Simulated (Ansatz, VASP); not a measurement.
**Two plane-wave programs on SrAl3O2**

```
Sr Al O
1.0
     3.07577    0.00000    0.00000
    -1.53788    2.66369    0.00000
     0.00000    0.00000   10.34568
Sr Al O
1 3 2
Direct
  0.00000 0.00000 0.00000
  0.66667 0.33333 0.29393
  0.33333 0.66667 0.70607
  0.00000 0.00000 0.50000
  0.66667 0.33333 0.80273
  0.33333 0.66667 0.19727
```

Change from the starting cell: species swapped into the Li3LaBi2 type (P-3m1, No. 164).

Alike in both runs: functional PBE; k mesh 6 × 6 × 4; occupations gaussian, width 0.1 eV; no spin polarisation.

Ansatz relaxed the structure, and its values are those at the end. VASP's run is a single point on that final structure, the one shown.

```csv
,VASP,Ansatz
version,VASP 6.6.1,Ansatz 0.2.0
potentials or method,"VASP PAW PBE potentials, release 64 (Sr_sv, Al, O), cutoff 520 eV","scalar-relativistic, plane waves, PAW"
valence electrons in the cell,31,31
```

VASP gave:

```
gap on the k mesh at the Fermi level (eV) : none
pressure (GPa)                            : 0.1
rms of the force components (eV/Å)        : 0.013
```

Q: What did Ansatz give for the same quantities?

A: gap on the k mesh at the Fermi level (eV): none; pressure (GPa): -0.1; rms of the force components (eV/Å): 0.006.

A gap of «none» marks a metal or a gap that the smearing closes. With one functional, cell and mesh, what is left measures potentials, basis and numerics.

The k mesh is coarse, so the values compare programs but aren't converged.
